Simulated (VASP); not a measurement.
CaGaC4N4:

```
Ca Ga C N
1.0
     6.09220    0.00000    0.00000
     0.00000    6.09220    0.00000
     0.00000    0.00000    6.09220
Ca Ga C N
1 1 4 4
Direct
  0.50000 0.50000 0.50000
  0.00000 0.00000 0.00000
  0.17968 0.17968 0.17968
  0.17968 0.82032 0.82032
  0.82032 0.17968 0.82032
  0.82032 0.82032 0.17968
  0.29056 0.29056 0.29056
  0.29056 0.70944 0.70944
  0.70944 0.29056 0.70944
  0.70944 0.70944 0.29056
```

| Quantity | Value |
| --- | --- |
| Program | VASP 6.6.1 |
| Task | relaxation of cell and atoms |
| Functional | PBE |
| Potentials or basis | VASP PAW PBE potentials, release 64 (Ca_sv, Ga_d, C, N) |
| Cutoff | 600 eV |
| k mesh | 4 × 4 × 4 |
| Occupations | gaussian, width 0.1 eV |
| Spin | no spin polarisation |

At the start: pressure 5.7 GPa; volume 22.61 Å³/atom.

**Question.** How do energy, volume and symmetry change on relaxing?

**Answer.** Over 7 steps the energy falls by 48.4 meV/atom and the volume is 25.50 Å³/atom (+12.8 %); space group P-43m (No. 215, to 0.1 Å) before and after.

The path:
| step | energy change (eV) | largest force (eV/Å) | pressure (GPa) | volume (Å³) |
| --- | --- | --- | --- | --- |
| 1 | 0.0000 | 0.3807 | 5.65 | 226.11 |
| 2 | -0.4534 | 0.4566 | -0.17 | 253.24 |
| 3 | -0.4534 | 0.4539 | -0.12 | 253.02 |
| 4 | -0.4087 | 2.1661 | 1.67 | 253.50 |
| 5 | -0.4585 | 0.5683 | 0.29 | 253.14 |
| 6 | -0.4702 | 0.4147 | 0.22 | 253.64 |
| 7 | -0.4837 | 0.0026 | 0.05 | 254.98 |

Final structure:
```yaml
crystal:
  lattice:
    - [6.34118, 0.00000, 0.00000]
    - [0.00000, 6.34118, 0.00000]
    - [0.00000, 0.00000, 6.34118]
  atoms:
    - { symbol: Ca, position: [0.50000, 0.50000, 0.50000] }
    - { symbol: Ga, position: [0.00000, 0.00000, 0.00000] }
    - { symbol: C, position: [0.17915, 0.17915, 0.17915] }
    - { symbol: C, position: [0.17915, 0.82085, 0.82085] }
    - { symbol: C, position: [0.82085, 0.17915, 0.82085] }
    - { symbol: C, position: [0.82085, 0.82085, 0.17915] }
    - { symbol: N, position: [0.28628, 0.28628, 0.28628] }
    - { symbol: N, position: [0.28628, 0.71372, 0.71372] }
    - { symbol: N, position: [0.71372, 0.28628, 0.71372] }
    - { symbol: N, position: [0.71372, 0.71372, 0.28628] }
```

Caveat: an odd number of electrons without spin polarisation forces a metal; a magnetic or distorted state may lie lower.
